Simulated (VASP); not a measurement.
# Mn (P6_3/mmc) in VASP: notebook, part 3 of 3

VASP 6.6.1. Earlier steps stand in the parts before.

## 5. Single point, r2SCAN

This run uses another cell than the first one, of 10.42 Å³/atom.

POSCAR

```
Mn
1.0
    2.4596328281      0.0000000000      0.0000000000
   -1.2298164140      2.1301045132      0.0000000000
    0.0000000000      0.0000000000      7.9579876579
Mn
4
Direct
    1.0000000000      1.0000000000      0.0000000000
    1.0000000000      0.0000000000      0.5000000000
    0.3333333333      0.6666666667      0.2500000000
    0.6666666667      0.3333333333      0.7500000000
```

INCAR.step1

```
SYSTEM = Mn
ALGO = Normal ; EDIFF = 1E-4
ENCUT = 520 ; GGA = PE
ISMEAR = -1 ; LASPH = .True.
LCHARG = .False. ; LREAL = .False.
LWAVE = .True. ; NBANDS = 34
NELM = 80 ; PREC = Accurate
SIGMA = 0.1
```

INCAR.step2

```
SYSTEM = Mn
ALGO = Normal ; EDIFF = 1E-6
ENCUT = 520 ; ISIF = 2
ISMEAR = -1 ; ISTART = 1
LASPH = .True. ; LCHARG = .True.
LELF = .True. ; LMIXTAU = .True.
LREAL = .False. ; LVHAR = .True.
LWAVE = .False. ; METAGGA = R2SCAN
NBANDS = 34 ; NELM = 80
PREC = Accurate ; SIGMA = 0.1
```

KPOINTS

```
k-points
0
Gamma
  19 19 6
  0 0 0
```

Potentials or basis: VASP PAW PBE potentials, release 64 (Mn_pv).

Started as:

```bash
cat potpaw_PBE.64/Mn_pv/POTCAR > POTCAR
cp INCAR.step1 INCAR
mpirun -np 1 vasp_std > vasp.out
cp INCAR.step2 INCAR
mpirun -np 1 vasp_std > vasp.out
```

OUTCAR:

```text
SYSTEM = Mn
   EDIFF = 1E-6
   ENCUT = 520
   ISIF = 2
   ISMEAR = -1
   ISTART = 1
   LASPH = .True.
   LREAL = .False.
   METAGGA = R2SCAN
   NELM = 80
   PREC = Accurate

 ion  position               nearest neighbor table
   1  0.000  0.000  0.000-   3 2.44   4 2.44   4 2.44   3 2.44   4 2.44   3 2.44
   2  0.000  0.000  0.500-   3 2.44   4 2.44   4 2.44   3 2.44   4 2.44   3 2.44
   3  0.333  0.667  0.250-   1 2.44   2 2.44   1 2.44   2 2.44   1 2.44   2 2.44
   4  0.667  0.333  0.750-   1 2.44   2 2.44   1 2.44   2 2.44   1 2.44   2 2.44

  LATTYP: Found a hexagonal cell.
 ALAT       =     2.4596328281
 C/A-ratio  =     3.2354372437

  Lattice vectors:

 A1 = (   2.4596328281,   0.0000000000,   0.0000000000)
 A2 = (  -1.2298164140,   2.1301045132,   0.0000000000)
 A3 = (   0.0000000000,   0.0000000000,   7.9579876579)

Analysis of symmetry for initial positions (statically):
=====================================================================
 Subroutine PRICEL returns:
 Original cell was already a primitive cell.

 Routine SETGRP: Setting up the symmetry group for a
 hexagonal supercell.

 Subroutine GETGRP returns: Found 24 space group operations
 (whereof 12 operations were pure point group operations)
 out of a pool of 24 trial point group operations.

The static configuration has the point symmetry D_3d.
 The point group associated with its full space group is D_6h.

Analysis of symmetry for dynamics (positions and initial velocities):
=====================================================================
 Subroutine PRICEL returns:
 Original cell was already a primitive cell.

 Routine SETGRP: Setting up the symmetry group for a
 hexagonal supercell.

 Subroutine GETGRP returns: Found 24 space group operations
 (whereof 12 operations were pure point group operations)
 out of a pool of 24 trial point group operations.

The dynamic configuration has the point symmetry D_3d.
 The point group associated with its full space group is D_6h.

 Subroutine INISYM returns: Found 24 space group operations
 (whereof 12 operations are pure point group operations),
 and found     1 'primitive' translations

----------------------------------------------------------------------------------------

                                     Primitive cell

  volume of cell :      41.6941

  direct lattice vectors                    reciprocal lattice vectors
     2.459632828  0.000000000  0.000000000     0.406564748  0.234730266  0.000000000
    -1.229816414  2.130104513  0.000000000     0.000000000  0.469460533  0.000000000
     0.000000000  0.000000000  7.957987658     0.000000000  0.000000000  0.125659908

  length of vectors
     2.459632828  2.459632828  7.957987658     0.469460533  0.469460533  0.125659908

  position of ions in fractional coordinates (direct lattice)
     0.000000000  0.000000000  0.000000000
     0.000000000  0.000000000  0.500000000
     0.333333333  0.666666667  0.250000000
     0.666666667  0.333333333  0.750000000

  ion indices of the primitive-cell ions
   primitive index   ion index
                 1           1
                 2           2
                 3           3
                 4           4

----------------------------------------------------------------------------------------

 KPOINTS: k-points

Automatic generation of k-mesh.
 Grid dimensions read from file:
 generate k-points for:   19   19    6

 Generating k-lattice:

  Cartesian coordinates                     Fractional coordinates (reciprocal lattice)
     0.021398145  0.012354225  0.000000000     0.052631579  0.000000000  0.000000000
     0.000000000  0.024708449  0.000000000     0.000000000  0.052631579  0.000000000
     0.000000000  0.000000000  0.020943318     0.000000000  0.000000000  0.166666667

  Length of vectors
     0.024708449  0.024708449  0.020943318

  Shift w.r.t. Gamma in fractional coordinates (k-lattice)
     0.000000000  0.000000000  0.000000000

 Subroutine IBZKPT returns following result:
 ===========================================

 Found    160 irreducible k-points:

 Following reciprocal coordinates:
            Coordinates               Weight
  0.000000  0.000000  0.000000      1.000000
  0.052632 -0.000000  0.000000      6.000000
  0.105263 -0.000000  0.000000      6.000000
  0.157895  0.000000  0.000000      6.000000
  0.210526  0.000000  0.000000      6.000000
  0.263158  0.000000  0.000000      6.000000
[... 16 lines left out ...]
  0.263158  0.105263  0.000000     12.000000
  0.315789  0.105263  0.000000     12.000000
 [... further k-points ...]
   k-points           NKPTS =    160   k-points in BZ     NKDIM =    160   number of bands    NBANDS=     34
   number of dos      NEDOS =    301   number of ions     NIONS =      4
   total plane-waves  NPLWV =  19440
   dimension x,y,z NGX =    18 NGY =   18 NGZ =   60
   dimension x,y,z NGXF=    36 NGYF=   36 NGZF=  120
   ions per type =               4
   NGX,Y,Z   is equivalent  to a cutoff of  12.17, 12.17, 12.53 a.u.
   NGXF,Y,Z  is equivalent  to a cutoff of  24.33, 24.33, 25.07 a.u.
 SYSTEM =  Mn
   PREC   = accura    normal or accurate (medium, high low for compatibility)
   ISTART =      1    job   : 0-new  1-cont  2-samecut
   ICHARG =      0    charge: 1-file 2-atom 10-const
   ISPIN  =      1    spin polarized calculation?
   LNONCOLLINEAR =      F non collinear calculations
   LSORBIT =      F    spin-orbit coupling
   LASPH  =      T    aspherical Exc in radial PAW
   ENCUT  =  520.0 eV  38.22 Ry    6.18 a.u.   4.57  4.57 14.80*2*pi/ulx,y,z
   NELM   =     80;   NELMIN=  2; NELMDL=  0     # of ELM steps
   EDIFF  = 0.1E-05   stopping-criterion for ELM
   LREAL  =      F    real-space projection
[... 7 lines left out ...]
   TEBEG  =    0.0;   TEEND  =   0.0 temperature during run
   PSTRESS=    0.0 pullay stress
   NELECT =      52.0000    total number of electrons
   NUPDOWN=      -1.0000    fix difference up-down
   EMIN   =  10.00;   EMAX   =-10.00  energy-range for DOS
   EFERMI =   0.00;   METHOD = LEGACY
   ISMEAR =    -1;   SIGMA  =   0.10  broadening in eV -4-tet -1-fermi 0-gaus
   EFERMI_NEDOS =   21; number of points for ismear=-14 and -15
   IALGO  =     38    algorithm
   IMIX   =      4    mixing-type and parameters
     AMIX     =   0.40;   BMIX     =  1.00
     AMIX_MAG =   1.60;   BMIX_MAG =  1.00
  volume/ion in A,a.u.               =      10.42        70.34
  Fermi-wavevector in a.u.,A,eV,Ry     =   1.762183  3.330044 42.250044  3.105291
  Thomas-Fermi vector in A             =   2.830606
   LORBIT       =      0    0 simple, 1 ext, 2 COOP (PROOUT), +10 PAW based schemes
   METAGGA = R2SCAN    functional components
   LHFCALC =     F    Hartree Fock is set to
   AEXX    =    0.0000 exact exchange contribution
   IVDW    =     0    specifies the selected vdW correction
   LEPSILON=     F    determine dielectric tensor
   LRPA    =     F    only Hartree local field effects (RPA)
 non-spin polarized calculation
  energy-cutoff  :      520.00
  volume of cell :       41.69
 maximum number of plane-waves:      1151
   NGX =  9   NGY =  9   NGZ = 29

 number of electron      52.0000054 magnetization

 Free energy of the ion-electron system (eV)
  ---------------------------------------------------
  ext. energy  EPLUGINS =         0.00000000
  ---------------------------------------------------
  free energy    TOTEN  =       -57.17696354 eV

  energy without entropy =      -57.01779879  energy(sigma->0) =      -57.09738117

 E-fermi :  10.7824     XC(G=0): -15.6173

 val. band max:       10.7817810191   @ k =   0.1053   0.1053   0.1667
 cond. band min:      10.7852432379   @ k =   0.3158   0.1579   0.1667
 fundamental gap:      0.0034622188
 Fermi energy:        10.7824015055

 k-point     1 :       0.0000    0.0000    0.0000
  band No.  band energies     occupation
      1     -39.4541      2.00000
      2     -39.0479      2.00000
      3     -38.9802      2.00000
      4     -38.6821      2.00000
      5     -38.6820      2.00000
      6     -38.6254      2.00000
[... 26 lines left out ...]
     33      12.0400      0.00001
     34      12.0400      0.00001
[... 820 lines left out ...]
      4     -39.1454      2.00000
      5     -39.1163      2.00000
      6     -38.8808      2.00000
[... 26 lines left out ...]
     33      13.1438      0.00000
     34      13.9470      0.00000

 [... further k-points ...]

------------------------ aborting loop because EDIFF is reached ----------------------------------------

  FORCE on cell =-STRESS in cart. coord.  units (eV):
  Direction    XX          YY          ZZ          XY          YZ          ZX
  --------------------------------------------------------------------------------------
  -------------------------------------------------------------------------------------
  Total        0.0574564      0.0574564      0.1056785      0.0000000     -0.0000000      0.0000000
  in kB        2.2078744      2.2078744      4.0609037      0.0000000     -0.0000000      0.0000000
  external PRESSURE =       2.8255508 kB  Pullay stress =       0.0000000 kB

 VOLUME and BASIS-vectors are now :
 -----------------------------------------------------------------------------
  energy-cutoff  :      520.00
  volume of cell :       41.69
      direct lattice vectors                 reciprocal lattice vectors
     2.459632828  0.000000000  0.000000000     0.406564748  0.234730266  0.000000000
    -1.229816414  2.130104513  0.000000000     0.000000000  0.469460533  0.000000000
     0.000000000  0.000000000  7.957987658     0.000000000  0.000000000  0.125659908

 POSITION                                       TOTAL-FORCE (eV/Angst)
 -----------------------------------------------------------------------------------
      0.00000      0.00000      0.00000         0.000000      0.000000      0.000000
      0.00000      0.00000      3.97899         0.000000      0.000000      0.000000
     -0.00000      1.42007      1.98950        -0.000000     -0.000000      0.000000
      1.22982      0.71003      5.96849         0.000000      0.000000     -0.000000
 -----------------------------------------------------------------------------------
    total drift:                                0.000000     -0.000000      0.000000

  FREE ENERGIE OF THE ION-ELECTRON SYSTEM (eV)
  ---------------------------------------------------
  free  energy   TOTEN  =       -57.1769635440 eV

  energy  without entropy=      -57.0177987944  energy(sigma->0) =      -57.09738117
```

Wall time 11 min (1 thread of Intel Xeon Platinum 8375C at 2.90GHz (Ice Lake), shared host); peak memory 0.28 GiB.

What came out:

```yaml
Free_energy: -57.1770 eV
Pressure: 0.3 GPa
Band_gap_on_the_k_mesh: zero (bands 26 and 27 overlap by 2.08 eV)
```

Caveat: the PAW data sets were made with another functional, which shifts forces and pressure a little; the run has no spin polarisation, though such a crystal can be magnetic.

## 6. Single point, r2SCAN, collinear spin, antiferromagnetic start

This run uses another cell than the first one, of 14.74 Å³/atom.

POSCAR

```
Mn
1.0
    2.8263159570      0.0000000000      0.0000000000
   -1.4131579785      2.4476614179      0.0000000000
    0.0000000000      0.0000000000      8.5251368909
Mn
4
Direct
    0.0000000000      1.0000000000      1.0000000000
    0.0000000000      1.0000000000      0.5000000000
    0.3333333333      0.6666666667      0.2500000000
    0.6666666667      0.3333333333      0.7500000000
```

INCAR.step1

```
PREC = Accurate
ENCUT = 520
ISMEAR = -1
SIGMA = 0.05
LREAL = False
LASPH = True
NELM = 150
ISPIN = 2
MAGMOM = 3.677 3.677 -3.689 -3.689
LMAXMIX = 4
NBANDS = 38
GGA = PE
ALGO = Normal
EDIFF = 1E-4
LWAVE = True
LCHARG = False
```

INCAR.step2

```
PREC = Accurate
ENCUT = 520
EDIFF = 1E-6
ISMEAR = -1
SIGMA = 0.05
LREAL = False
LASPH = True
NELM = 150
ALGO = Normal
ISIF = 2
LWAVE = False
LCHARG = False
ISPIN = 2
MAGMOM = 3.677 3.677 -3.689 -3.689
LORBIT = 11
LMAXMIX = 4
METAGGA = R2SCAN
LMIXTAU = True
NBANDS = 38
ISTART = 1
```

KPOINTS

```
regular mesh
0
Gamma
  17 17 5
```

Potentials or basis: VASP PAW PBE potentials, release 64 (Mn_pv).

Started as:

```bash
cat potpaw_PBE.64/Mn_pv/POTCAR > POTCAR
cp INCAR.step1 INCAR
mpirun -np 1 vasp_std > vasp.out
cp INCAR.step2 INCAR
mpirun -np 1 vasp_std > vasp.out
```

OUTCAR:

```text
PREC = Accurate
   ENCUT = 520
   EDIFF = 1E-6
   ISMEAR = -1
   LREAL = False
   LASPH = True
   NELM = 150
   ISIF = 2
   ISPIN = 2
   LORBIT = 11
   METAGGA = R2SCAN
   ISTART = 1

 ion  position               nearest neighbor table
   1  0.000  0.000  0.000-   3 2.68   4 2.68   4 2.68   3 2.68   4 2.68   3 2.68
   2  0.000  0.000  0.500-   3 2.68   4 2.68   4 2.68   3 2.68   4 2.68   3 2.68
   3  0.333  0.667  0.250-   1 2.68   2 2.68   1 2.68   2 2.68   1 2.68   2 2.68
   4  0.667  0.333  0.750-   1 2.68   2 2.68   1 2.68   2 2.68   1 2.68   2 2.68

  LATTYP: Found a hexagonal cell.
 ALAT       =     2.8263159570
 C/A-ratio  =     3.0163424828

  Lattice vectors:

 A1 = (   2.8263159570,   0.0000000000,   0.0000000000)
 A2 = (  -1.4131579785,   2.4476614179,   0.0000000000)
 A3 = (   0.0000000000,   0.0000000000,   8.5251368909)

Analysis of symmetry for initial positions (statically):
[... 2176 lines left out ...]

 [... further k-points ...]

------------------------ aborting loop because EDIFF is reached ----------------------------------------

  FORCE on cell =-STRESS in cart. coord.  units (eV):
  Direction    XX          YY          ZZ          XY          YZ          ZX
  --------------------------------------------------------------------------------------
  -------------------------------------------------------------------------------------
  Total        0.1361141      0.1361141      0.2066655     -0.0000000      0.0000000      0.0000000
  in kB        3.6977744      3.6977744      5.6144241     -0.0000000      0.0000000      0.0000000
  external PRESSURE =       4.3366576 kB  Pullay stress =       0.0000000 kB

 VOLUME and BASIS-vectors are now :
 -----------------------------------------------------------------------------
  energy-cutoff  :      520.00
  volume of cell :       58.98
      direct lattice vectors                 reciprocal lattice vectors
     2.826315957  0.000000000  0.000000000     0.353817484  0.204276619  0.000000000
    -1.413157978  2.447661418  0.000000000     0.000000000  0.408553239  0.000000000
     0.000000000  0.000000000  8.525136891     0.000000000  0.000000000  0.117300169

 POSITION                                       TOTAL-FORCE (eV/Angst)
 -----------------------------------------------------------------------------------
      0.00000      0.00000      0.00000         0.000000      0.000000      0.000000
      0.00000      0.00000      4.26257         0.000000      0.000000      0.000000
     -0.00000      1.63177      2.13128        -0.000000      0.000000     -0.000000
      1.41316      0.81589      6.39385         0.000000      0.000000      0.000000
 -----------------------------------------------------------------------------------
    total drift:                               -0.000000      0.000000     -0.000000

  FREE ENERGIE OF THE ION-ELECTRON SYSTEM (eV)
  ---------------------------------------------------
  free  energy   TOTEN  =       -58.7775739711 eV

  energy  without entropy=      -58.7629095366  energy(sigma->0) =      -58.77024175

 total charge

# of ion       s       p       d       tot
------------------------------------------
    1        0.374   6.287   4.896  11.558
    2        0.374   6.287   4.896  11.558
    3        0.379   6.286   4.896  11.561
    4        0.379   6.286   4.896  11.561
--------------------------------------------------
tot          1.506  25.147  19.585  46.238

 magnetization (x)

# of ion       s       p       d       tot
------------------------------------------
    1        0.024   0.055   3.607   3.687
    2        0.024   0.055   3.607   3.687
    3       -0.029  -0.059  -3.606  -3.695
    4       -0.029  -0.059  -3.606  -3.695
--------------------------------------------------
tot         -0.010  -0.008   0.002  -0.015
```

OUTCAR.step1:

```text
PREC = Accurate
   ENCUT = 520
   ISMEAR = -1
   LREAL = False
   LASPH = True
   NELM = 150
[... 2222 lines left out ...]
      0.00000      0.00000      4.26257        -0.000000      0.000000      0.000000
     -0.00000      1.63177      2.13128         0.000000      0.000000      0.000000
      1.41316      0.81589      6.39385        -0.000000      0.000000     -0.000000
 -----------------------------------------------------------------------------------
    total drift:                               -0.000000      0.000000     -0.000000

  FREE ENERGIE OF THE ION-ELECTRON SYSTEM (eV)
  ---------------------------------------------------
  free  energy   TOTEN  =       -34.4916243162 eV

  energy  without entropy=      -34.4434369524  energy(sigma->0) =      -34.46753063
```

Run time: 36 min. Hardware: 1 thread of Oxide Virtual Turin-like, shared host; peak memory 0.39 GiB.

Results:

```yaml
Free_energy: -58.7776 eV
Pressure: 0.4 GPa
Band_gap_on_the_k_mesh: zero (filled and empty bands overlap)
Net_moment: -0.03 μB per cell
Site_moments: Mn +3.69, -3.69 (each value once) μB
Valence_electrons_inside_the_program's_atomic_spheres: Mn 11.56
```

Levels at points of the mesh, in eV from the Fermi level:
Spin up:
| k point | band 22 | band 23 | band 24 | band 25 | band 26 | band 27 | band 28 | band 29 | band 30 | band 31 |
| --- | --- | --- | --- | --- | --- | --- | --- | --- | --- | --- |
| (0.00, 0.00, 0.00) | -2.61 | -2.61 | -2.58 | -2.58 | -0.37 | -0.17 | 0.59 | 1.28 | 1.28 | 1.50 |
Spin down:
| k point | band 24 | band 25 | band 26 | band 27 | band 28 | band 29 |
| --- | --- | --- | --- | --- | --- | --- |
| (0.00, 0.00, 0.00) | -2.52 | -2.52 | -0.33 | -0.24 | 0.62 | 1.20 |

Caveat: the PAW data sets were made with another functional, which shifts forces and pressure a little.

## 7. Overview

```tsv
spin	cell	k mesh	smearing	gap on the mesh (eV)	pressure (GPa)
off	a = 2.492, b = 2.492, c = 8.063 Å, angles 90.0, 90.0, 120.0°, 4 atoms	16 × 16 × 5	fermi-dirac 0.1 eV	none	-10.7
off	a = 2.524, b = 2.524, c = 8.165 Å, angles 90.0, 90.0, 120.0°, 4 atoms	16 × 16 × 5	fermi-dirac 0.1 eV	none	-19.7
off	a = 2.554, b = 2.554, c = 8.264 Å, angles 90.0, 90.0, 120.0°, 4 atoms	16 × 16 × 5	fermi-dirac 0.1 eV	none	-26.9
off	a = 2.460, b = 2.460, c = 7.958 Å, angles 90.0, 90.0, 120.0°, 4 atoms	19 × 19 × 6	fermi-dirac 0.1 eV	none	0.3
collinear, antiferromagnetic start	a = 2.826, b = 2.826, c = 8.525 Å, angles 90.0, 90.0, 120.0°, 4 atoms	17 × 17 × 5	fermi-dirac 0.05 eV	none	0.4
```

Alike in all rows: task single point; level r2SCAN; potentials or basis VASP PAW PBE potentials, release 64 (Mn_pv); cutoff (eV) 520.

Caveats: the PAW data sets were made with another functional, which shifts forces and pressure a little; the cell stands under tension (at least some runs).

Total energies depend on the potentials used, so only differences within one code and one set of settings carry meaning.
